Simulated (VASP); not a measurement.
Wanted: the native input for a VASP 6.6.1 run.

- Task: single point
- Functional: PBE
- Potentials or basis: VASP PAW PBE potentials, release 64 (Al, N)
- Cutoff: 600 eV
- k mesh: 8 × 8 × 8
- Occupations: fermi-dirac, width 0.02 eV
- Spin: no spin polarisation
- Dipole correction: no
- Further INCAR settings: ALGO = Normal; EDIFF = 1e-06; NBANDS = 11

The structure of AlN lies in POSCAR:

```
AlN
1.0
    2.5854596279      0.0000000000      0.0000000000
    0.0000000000      2.5854596279      0.0000000000
    0.0000000000      0.0000000000      2.5854596279
Al N
1 1
Direct
    0.0000000000      0.0000000000      0.0000000000
    0.5000000000      0.5000000000      0.5000000000
```

The input as run:

INCAR

```
ALGO = Normal
EDIFF = 1E-6
ENCUT = 600
GGA = PE
GGA_COMPAT = F
ISIF = 2
ISMEAR = -1
LASPH = T
LCHARG = F
LREAL = F
LWAVE = F
NBANDS = 11
NELM = 120
PREC = Accurate
SIGMA = 0.02
```

KPOINTS

```
k-points
0
Gamma
  8 8 8
```

Potentials or basis: VASP PAW PBE potentials, release 64 (Al, N).

The run is started by

```console
$ cat potpaw_PBE.64/Al/POTCAR potpaw_PBE.64/N/POTCAR > POTCAR
$ mpirun -np 1 vasp_std > vasp.out
```

Results of the run:

- Pressure: 6.2 GPa
- Band gap on the k mesh: zero (band 4 reaches 11.34 eV, above the bottom of band 5 at 10.72 eV)

Run time: 12 s on 1 thread of Intel Xeon 8259CL, with other jobs on the host, peak memory 0.13 GiB.
